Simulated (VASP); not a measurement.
# Si (P6_3/mmc) in VASP: further runs

Si is run at these levels: PBE; tasks: single point, relaxation of cell and atoms.

Program: VASP 6.6.1. These are calculated values, not measurements. Logs are shortened: lines on timing, memory, paths and dates and some standing lists are left out, and cuts for length are marked.

## (1) The cell of the first run

Symmetry: P6_3/mmc, No. 194, hexagonal system. The conventional cell has a = 3.862 Å, b = 3.862 Å, c = 18.989 Å, α = 90.00°, β = 90.00°, γ = 120.00°. Si (site symmetry 3m) has 4 Si at 2.37 to 2.39 Å within 3.1 Å. Si (site symmetry 3m) has 4 Si at 2.37 Å within 3.1 Å. Within 3.1 Å of Si (site symmetry 3m) lie 4 Si at 2.37 Å.

The cell was generated, and may not be a known phase.

## (2) Single point, PBE

The input, INCAR:

```
SYSTEM = Si
ALGO = Normal
EDIFF = 1E-6
ENCUT = 520
GGA = PE
ISIF = 2
ISMEAR = 0
LASPH = .True.
LCHARG = .False.
LREAL = .False.
LWAVE = .False.
NBANDS = 36
NELM = 60
PREC = Accurate
SIGMA = 0.02
```

The input, KPOINTS:

```
k-points
0
Gamma
  12 12 2
  0 0 0
```

The input, POSCAR:

```
Si
1.0
    3.8619381813      0.0000000000      0.0000000000
   -1.9309690907      3.3445365728      0.0000000000
    0.0000000000      0.0000000000     18.9894711110
Si
12
Direct
    0.0000000000      0.0000000000      0.8128172537
    0.0000000000      0.0000000000      0.3128172537
    0.3333333333      0.6666666667      0.9791894471
    0.6666666667      0.3333333333      0.4791894471
    0.3333333333      0.6666666667      0.6453900324
    0.6666666667      0.3333333333      0.1453900324
    0.0000000000      0.0000000000      0.6871827463
    0.0000000000      0.0000000000      0.1871827463
    0.3333333333      0.6666666667      0.8546099676
    0.6666666667      0.3333333333      0.3546099676
    0.3333333333      0.6666666667      0.5208105529
    0.6666666667      0.3333333333      0.0208105529
```

Potentials or basis: VASP PAW PBE potentials, release 64 (Si).

Started as:

```
cat potpaw_PBE.64/Si/POTCAR > POTCAR
mpirun -np 1 vasp_std > vasp.out
```

OUTCAR:

```text
SYSTEM = Si
   EDIFF = 1E-6
   ENCUT = 520
   GGA = PE
   ISIF = 2
   ISMEAR = 0
   LASPH = .True.
   LREAL = .False.
   NELM = 60
   PREC = Accurate

 ion  position               nearest neighbor table
   1  0.000  0.000  0.813-   9 2.37   9 2.37   9 2.37   7 2.39
   2  0.000  0.000  0.313-  10 2.37  10 2.37  10 2.37   8 2.39
   3  0.333  0.667  0.979-  12 2.37  12 2.37  12 2.37   9 2.37
   4  0.667  0.333  0.479-  11 2.37  11 2.37  11 2.37  10 2.37
   5  0.333  0.667  0.645-  11 2.37   7 2.37   7 2.37   7 2.37
   6  0.667  0.333  0.145-  12 2.37   8 2.37   8 2.37   8 2.37
   7  0.000  0.000  0.687-   5 2.37   5 2.37   5 2.37   1 2.39
   8  0.000  0.000  0.187-   6 2.37   6 2.37   6 2.37   2 2.39
   9  0.333  0.667  0.855-   3 2.37   1 2.37   1 2.37   1 2.37
  10  0.667  0.333  0.355-   4 2.37   2 2.37   2 2.37   2 2.37
  11  0.333  0.667  0.521-   4 2.37   4 2.37   4 2.37   5 2.37
  12  0.667  0.333  0.021-   3 2.37   3 2.37   3 2.37   6 2.37

  LATTYP: Found a hexagonal cell.
 ALAT       =     3.8619381813
 C/A-ratio  =     4.9170831379

  Lattice vectors:

 A1 = (   3.8619381813,   0.0000000000,   0.0000000000)
 A2 = (  -1.9309690907,   3.3445365728,   0.0000000000)
 A3 = (   0.0000000000,   0.0000000000,  18.9894711110)

Analysis of symmetry for initial positions (statically):
=====================================================================
 Subroutine PRICEL returns:
 Original cell was already a primitive cell.

 Routine SETGRP: Setting up the symmetry group for a
 hexagonal supercell.

 Subroutine GETGRP returns: Found 24 space group operations
 (whereof 12 operations were pure point group operations)
 out of a pool of 24 trial point group operations.

The static configuration has the point symmetry D_3d.
 The point group associated with its full space group is D_6h.

Analysis of symmetry for dynamics (positions and initial velocities):
=====================================================================
 Subroutine PRICEL returns:
 Original cell was already a primitive cell.

 Routine SETGRP: Setting up the symmetry group for a
 hexagonal supercell.

 Subroutine GETGRP returns: Found 24 space group operations
 (whereof 12 operations were pure point group operations)
 out of a pool of 24 trial point group operations.

The dynamic configuration has the point symmetry D_3d.
 The point group associated with its full space group is D_6h.

 Subroutine INISYM returns: Found 24 space group operations
 (whereof 12 operations are pure point group operations),
 and found     1 'primitive' translations

----------------------------------------------------------------------------------------

                                     Primitive cell

  volume of cell :     245.2755

  direct lattice vectors                    reciprocal lattice vectors
     3.861938181  0.000000000  0.000000000     0.258937340  0.149497543  0.000000000
    -1.930969091  3.344536573  0.000000000     0.000000000  0.298995086  0.000000000
     0.000000000  0.000000000 18.989471111     0.000000000  0.000000000  0.052660761

  length of vectors
     3.861938181  3.861938181 18.989471111     0.298995086  0.298995086  0.052660761

  position of ions in fractional coordinates (direct lattice)
     0.000000000  0.000000000  0.812817254
     0.000000000  0.000000000  0.312817254
     0.333333333  0.666666667  0.979189447
     0.666666667  0.333333333  0.479189447
     0.333333333  0.666666667  0.645390032
     0.666666667  0.333333333  0.145390032
     0.000000000  0.000000000  0.687182746
     0.000000000  0.000000000  0.187182746
     0.333333333  0.666666667  0.854609968
     0.666666667  0.333333333  0.354609968
     0.333333333  0.666666667  0.520810553
     0.666666667  0.333333333  0.020810553

  ion indices of the primitive-cell ions
   primitive index   ion index
                 1           1
                 2           2
                 3           3
                 4           4
                 5           5
                 6           6
                 7           7
                 8           8
                 9           9
                10          10
                11          11
                12          12

----------------------------------------------------------------------------------------

 KPOINTS: k-points

Automatic generation of k-mesh.
 Grid dimensions read from file:
 generate k-points for:   12   12    2

 Generating k-lattice:

  Cartesian coordinates                     Fractional coordinates (reciprocal lattice)
     0.021578112  0.012458129  0.000000000     0.083333333  0.000000000  0.000000000
     0.000000000  0.024916257  0.000000000     0.000000000  0.083333333  0.000000000
     0.000000000  0.000000000  0.026330381     0.000000000  0.000000000  0.500000000

  Length of vectors
     0.024916257  0.024916257  0.026330381

  Shift w.r.t. Gamma in fractional coordinates (k-lattice)
     0.000000000  0.000000000  0.000000000

 Subroutine IBZKPT returns following result:
 ===========================================

 Found     38 irreducible k-points:

 Following reciprocal coordinates:
            Coordinates               Weight
  0.000000  0.000000  0.000000      1.000000
  0.083333  0.000000  0.000000      6.000000
  0.166667  0.000000  0.000000      6.000000
  0.250000  0.000000  0.000000      6.000000
  0.333333  0.000000  0.000000      6.000000
  0.416667  0.000000  0.000000      6.000000
[... 16 lines left out ...]
  0.250000  0.000000  0.500000      6.000000
  0.333333  0.000000  0.500000      6.000000
 [... further k-points ...]
   k-points           NKPTS =     38   k-points in BZ     NKDIM =     38   number of bands    NBANDS=     36
   number of dos      NEDOS =    301   number of ions     NIONS =     12
   total plane-waves  NPLWV = 129600
   dimension x,y,z NGX =    30 NGY =   30 NGZ =  144
   dimension x,y,z NGXF=    60 NGYF=   60 NGZF=  288
   ions per type =              12
   NGX,Y,Z   is equivalent  to a cutoff of  12.91, 12.91, 12.61 a.u.
   NGXF,Y,Z  is equivalent  to a cutoff of  25.83, 25.83, 25.21 a.u.
 SYSTEM =  Si
   PREC   = accura    normal or accurate (medium, high low for compatibility)
   ISTART =      0    job   : 0-new  1-cont  2-samecut
   ICHARG =      2    charge: 1-file 2-atom 10-const
   ISPIN  =      1    spin polarized calculation?
   LNONCOLLINEAR =      F non collinear calculations
   LSORBIT =      F    spin-orbit coupling
   LASPH  =      T    aspherical Exc in radial PAW
   ENCUT  =  520.0 eV  38.22 Ry    6.18 a.u.   7.18  7.18 35.31*2*pi/ulx,y,z
   NELM   =     60;   NELMIN=  2; NELMDL= -5     # of ELM steps
   EDIFF  = 0.1E-05   stopping-criterion for ELM
   LREAL  =      F    real-space projection
   EDIFFG = 0.1E-04   stopping-criterion for IOM
   NSW    =      0    number of steps for IOM
   IBRION =     -1    ionic relax: 0-MD 1-quasi-New 2-CG
   NFREE  =      0    steps in history (QN), initial steepest desc. (CG)
   ISIF   =      2    stress and relaxation
   ISYM   =      2    0-nonsym 1-usesym 2-fastsym
   POTIM  = 0.5000    time-step for ionic-motion
   TEBEG  =    0.0;   TEEND  =   0.0 temperature during run
   PSTRESS=    0.0 pullay stress
   NELECT =      48.0000    total number of electrons
   NUPDOWN=      -1.0000    fix difference up-down
   EMIN   =  10.00;   EMAX   =-10.00  energy-range for DOS
   EFERMI =   0.00;   METHOD = LEGACY
   ISMEAR =     0;   SIGMA  =   0.02  broadening in eV -4-tet -1-fermi 0-gaus
   EFERMI_NEDOS =   21; number of points for ismear=-14 and -15
   IALGO  =     38    algorithm
   IMIX   =      4    mixing-type and parameters
     AMIX     =   0.40;   BMIX     =  1.00
     AMIX_MAG =   1.60;   BMIX_MAG =  1.00
  volume/ion in A,a.u.               =      20.44       137.93
  Fermi-wavevector in a.u.,A,eV,Ry     =   0.950467  1.796123 12.291342  0.903388
  Thomas-Fermi vector in A             =   2.078847
   LORBIT       =      0    0 simple, 1 ext, 2 COOP (PROOUT), +10 PAW based schemes
   GGA     = PE    functional components
   LHFCALC =     F    Hartree Fock is set to
   AEXX    =    0.0000 exact exchange contribution
   IVDW    =     0    specifies the selected vdW correction
   LEPSILON=     F    determine dielectric tensor
   LRPA    =     F    only Hartree local field effects (RPA)
 non-spin polarized calculation
 Gauss-broadening in eV      SIGMA  =   0.02
  energy-cutoff  :      520.00
  volume of cell :      245.28
 maximum number of plane-waves:      6645
 NGX is ok and might be reduce to    30
   NGX = 15   NGY = 15   NGZ = 71

 number of electron      48.0000002 magnetization

 Free energy of the ion-electron system (eV)
  ---------------------------------------------------
  ext. energy  EPLUGINS =         0.00000000
  ---------------------------------------------------
  free energy    TOTEN  =       -65.07550146 eV

  energy without entropy =      -65.07550146  energy(sigma->0) =      -65.07550146

 E-fermi :   5.7777     XC(G=0):  -9.3278

 val. band max:        5.6931434861   @ k =   0.0000   0.0000   0.0000
 cond. band min:       6.2989389961   @ k =   0.4167   0.0000   0.0000
 fundamental gap:      0.6057955101
 Fermi energy:         5.7777059780

 k-point     1 :       0.0000    0.0000    0.0000
  band No.  band energies     occupation
      1      -6.2049      2.00000
      2      -5.8586      2.00000
      3      -5.8436      2.00000
      4      -4.8613      2.00000
      5      -4.8563      2.00000
      6      -3.9358      2.00000
[... 28 lines left out ...]
     35       8.8222      0.00000
     36       8.8335      0.00000

 k-point     2 :       0.0833    0.0000    0.0000
  band No.  band energies     occupation
      1      -6.1254      2.00000
      2      -5.7793      2.00000
      3      -5.7646      2.00000
      4      -4.7828      2.00000
      5      -4.7783      2.00000
      6      -3.8555      2.00000
[... 28 lines left out ...]
     35       8.7196      0.00000
     36       8.9927      0.00000
[... 817 lines left out ...]
     35       9.3035      0.00000
     36       9.3035      0.00000

 k-point    24 :       0.3333    0.0000    0.5000
  band No.  band energies     occupation
      1      -4.8969      2.00000
      2      -4.8969      2.00000
      3      -4.2348      2.00000
      4      -4.2348      2.00000
      5      -3.0856      2.00000
      6      -3.0856      2.00000
[... 28 lines left out ...]
     35       9.3928      0.00000
     36       9.3928      0.00000

 [... further k-points ...]
[... 5 lines left out ...]
  --------------------------------------------------------------------------------------
  -------------------------------------------------------------------------------------
  Total       -0.1229057     -0.1229057     -0.0973205      0.0000000     -0.0000000      0.0000000
  in kB       -0.8028389     -0.8028389     -0.6357122      0.0000000     -0.0000000      0.0000000
  external PRESSURE =      -0.7471300 kB  Pullay stress =       0.0000000 kB

 VOLUME and BASIS-vectors are now :
 -----------------------------------------------------------------------------
  energy-cutoff  :      520.00
  volume of cell :      245.28
      direct lattice vectors                 reciprocal lattice vectors
     3.861938181  0.000000000  0.000000000     0.258937340  0.149497543  0.000000000
    -1.930969091  3.344536573  0.000000000     0.000000000  0.298995086  0.000000000
     0.000000000  0.000000000 18.989471111     0.000000000  0.000000000  0.052660761

 POSITION                                       TOTAL-FORCE (eV/Angst)
 -----------------------------------------------------------------------------------
      0.00000      0.00000     15.43497        -0.000000      0.000000      0.001825
      0.00000      0.00000      5.94023         0.000000      0.000000      0.001825
     -0.00000      2.22969     18.59429        -0.000000      0.000000      0.004038
      1.93097      1.11485      9.09955         0.000000     -0.000000      0.004038
     -0.00000      2.22969     12.25562         0.000000      0.000000      0.003376
      1.93097      1.11485      2.76088        -0.000000      0.000000      0.003376
      0.00000      0.00000     13.04924        -0.000000      0.000000     -0.001825
      0.00000      0.00000      3.55450         0.000000      0.000000     -0.001825
     -0.00000      2.22969     16.22859        -0.000000      0.000000     -0.003376
      1.93097      1.11485      6.73386        -0.000000     -0.000000     -0.003376
     -0.00000      2.22969      9.88992        -0.000000      0.000000     -0.004038
      1.93097      1.11485      0.39518         0.000000     -0.000000     -0.004038
 -----------------------------------------------------------------------------------
    total drift:                               -0.000000      0.000000      0.000000

  FREE ENERGIE OF THE ION-ELECTRON SYSTEM (eV)
  ---------------------------------------------------
  free  energy   TOTEN  =       -65.0755014614 eV

  energy  without entropy=      -65.0755014614  energy(sigma->0) =      -65.07550146
```

Run time: 12 min. Hardware: 1 thread of Intel Xeon 8259CL, shared host; peak memory 0.47 GiB.

What came out:

- Free energy: -65.0755 eV
- Pressure: -0.1 GPa
- Largest force: 0.004 eV/Å
- Band gap on the k mesh: 0.61 eV (least direct gap 1.29 eV)

Forces in eV/Å, atoms in the order of the input:
```
Si   0.000  0.000  0.002
Si   0.000  0.000  0.002
Si   0.000  0.000  0.004
Si   0.000  0.000  0.004
Si   0.000  0.000  0.003
Si   0.000  0.000  0.003
Si   0.000  0.000 -0.002
Si   0.000  0.000 -0.002
Si   0.000  0.000 -0.003
Si   0.000  0.000 -0.003
Si   0.000  0.000 -0.004
Si   0.000  0.000 -0.004
```

Caveat: semilocal functionals underestimate gaps, and a narrow one can read as zero.

(Part 1 of 2 ends here.)
